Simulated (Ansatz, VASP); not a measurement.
## Be3ZnSe4 in VASP and in Ansatz

```
Be Zn Se
1.0
    -2.65320    2.65320    5.30641
     2.65320   -2.65320    5.30641
     2.65320    2.65320   -5.30641
Be Zn Se
3 1 4
Direct
  0.75000 0.25000 0.50000
  0.25000 0.75000 0.50000
  0.50000 0.50000 0.00000
  0.00000 0.00000 0.00000
  0.37500 0.87500 0.00000
  0.87500 0.37500 0.00000
  0.62500 0.62500 0.50000
  0.12500 0.12500 0.50000
```

Alike in both runs: task single point; functional PBE; k mesh 4 × 4 × 4; occupations gaussian, width 0.1 eV; no spin polarisation.

|  | VASP | Ansatz |
| --- | --- | --- |
| version | VASP 6.6.1 | Ansatz 0.2.0 |
| potentials or method | VASP PAW PBE potentials, release 64 (Be, Zn, Se), cutoff 520 eV | scalar-relativistic, plane waves, PAW |
| valence electrons in the cell | 42 | 82 |

```csv
,VASP,Ansatz,Ansatz less VASP
gap on the k mesh at the Fermi level (eV),2.69,2.69,+0.008
least direct gap on the mesh (eV),2.69,2.69,+0.008
pressure (GPa),2.1,1.9,-0.22
rms of the force components (eV/Å),0.798,0.787,-0.0103
```

Atom by atom the forces differ by 0.010 eV/Å (rms over components). VASP's potentials hold 42 valence electrons a cell and Ansatz's 82, so a difference there can come from the potentials and not from the codes.
